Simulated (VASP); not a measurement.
Set up this calculation in VASP 6.6.1, as the native input.

* Task: single point
* Functional: PBEsol
* Potentials or basis: VASP PAW PBE potentials, release 64 (Ti_sv, N)
* Cutoff: 520 eV
* k mesh: 20 × 20 × 20
* Occupations: gaussian, width 0.15 eV
* Spin: collinear spin
* Starting moments: [0.25, 0.0] μB
* Fixed moment: 0.25 μB
* Dipole correction: no
* Further INCAR settings: ALGO = Normal; EDIFF = 1e-07; NBANDS = 20

The structure of TiN lies in POSCAR:

```
TiN
1.0
    0.0000000000      2.0443429201      2.0443429201
    2.0443429201      0.0000000000      2.0443429201
    2.0443429201      2.0443429201      0.0000000000
Ti N
1 1
Direct
    0.0000000000      0.0000000000      0.0000000000
    0.5000000000      0.5000000000      0.5000000000
```

The input as run:

INCAR

```
PREC = Accurate ; ENCUT = 520
EDIFF = 1E-7 ; ISMEAR = 0
SIGMA = 0.15 ; LREAL = False
LASPH = True ; NELM = 150
ALGO = Normal ; ISIF = 2
LWAVE = False ; LCHARG = False
ISPIN = 2 ; MAGMOM = 0.25 0
LORBIT = 11 ; NUPDOWN = 0.25
LMAXMIX = 4 ; GGA = PS
NBANDS = 20
```

KPOINTS

```
Automatic mesh
0
Gamma
  20 20 20
```

Potentials or basis: VASP PAW PBE potentials, release 64 (Ti_sv, N).

Launch:

```sh
$ cat potpaw_PBE.64/Ti_sv/POTCAR potpaw_PBE.64/N/POTCAR > POTCAR
$ mpirun -np 1 vasp_std > vasp.out
```

Results of the run:

```
Pressure                                              : 31.0 GPa
Net moment                                            : 0.25 μB per cell
Site moments                                          : Ti +0.19; N +0.02 μB
Valence electrons inside the program's atomic spheres : Ti 10.64; N 3.81
```

Caveat: the cell stands under pressure; the PAW data sets were made with another functional, which shifts forces and pressure a little; the total moment is fixed, so each spin has its own Fermi level and the state may be an excited one.

It took 5 min on 1 thread of Intel Xeon 8259CL, on a shared host, peak memory 0.25 GiB.
